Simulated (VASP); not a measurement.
Set up this calculation in VASP 6.6.1, as the native input.

```
Task                   : single point
Functional             : r2SCAN
Potentials or basis    : VASP PAW PBE potentials, release 64 (Si, O)
Cutoff                 : 520 eV
k mesh                 : 6 × 6 × 4
Occupations            : fermi-dirac, width 0.05 eV
Spin                   : no spin polarisation
Dipole correction      : no
Further INCAR settings : ALGO = Normal; EDIFF = 1e-07; NBANDS = 44
```

The system is SiO2.

```
CELL_PARAMETERS angstrom
4.97559 0.00000 0.00000
0.00000 4.97559 0.00000
0.00000 0.00000 6.90089
ATOMIC_POSITIONS crystal
Si 0.80325 0.80325 0.50000
Si 0.69675 0.30325 0.25000
Si 0.30325 0.69675 0.75000
Si 0.19675 0.19675 0.00000
O 0.76176 0.11039 0.43204
O 0.88961 0.23824 0.06796
O 0.11039 0.76176 0.56796
O 0.26176 0.38961 0.81796
O 0.23824 0.88961 0.93204
O 0.73824 0.61039 0.31796
O 0.38961 0.26176 0.18204
O 0.61039 0.73824 0.68204
```

The input as run:

POSCAR

```
SiO2
1.0
    4.9755888200      0.0000000000      0.0000000000
    0.0000000000      4.9755888200      0.0000000000
    0.0000000000      0.0000000000      6.9008894400
Si O
4 8
Direct
    0.8032465600      0.8032465600      0.5000000000
    0.6967534400      0.3032465600      0.2500000000
    0.3032465600      0.6967534400      0.7500000000
    0.1967534400      0.1967534400      0.0000000000
    0.7617576300      0.1103870700      0.4320415600
    0.8896129300      0.2382423700      0.0679584400
    0.1103870700      0.7617576300      0.5679584400
    0.2617576300      0.3896129300      0.8179584400
    0.2382423700      0.8896129300      0.9320415600
    0.7382423700      0.6103870700      0.3179584400
    0.3896129300      0.2617576300      0.1820415600
    0.6103870700      0.7382423700      0.6820415600
```

INCAR.step1

```
PREC = Accurate
ENCUT = 520
ISMEAR = -1
SIGMA = 0.05
LREAL = False
LASPH = True
NELM = 80
NBANDS = 44
GGA = PE
ALGO = Normal
EDIFF = 1E-4
LWAVE = True
LCHARG = False
```

INCAR.step2

```
PREC = Accurate
ENCUT = 520
EDIFF = 1E-7
ISMEAR = -1
SIGMA = 0.05
LREAL = False
LASPH = True
NELM = 80
ALGO = Normal
ISIF = 2
LWAVE = False
LCHARG = False
METAGGA = R2SCAN
LMIXTAU = True
NBANDS = 44
ISTART = 1
```

KPOINTS

```
Automatic mesh
0
Gamma
  6 6 4
```

Potentials or basis: VASP PAW PBE potentials, release 64 (Si, O).

The run is started by

```sh
$ cat potpaw_PBE.64/Si/POTCAR potpaw_PBE.64/O/POTCAR > POTCAR
$ cp INCAR.step1 INCAR
$ mpirun -np 1 vasp_std > vasp.out
$ cp INCAR.step2 INCAR
$ mpirun -np 1 vasp_std > vasp.out
```

Results of the run:

```json
{
  "Pressure": "0.3 GPa",
  "Largest force": "0.020 eV/Å",
  "Band gap on the k mesh": "6.35 eV, direct"
}
```

Caveat: the PAW data sets were made with another functional, which shifts forces and pressure a little.

Run time: 17 min on 1 thread of Oxide Virtual Turin-like Processor, on a shared host, peak memory 0.37 GiB.
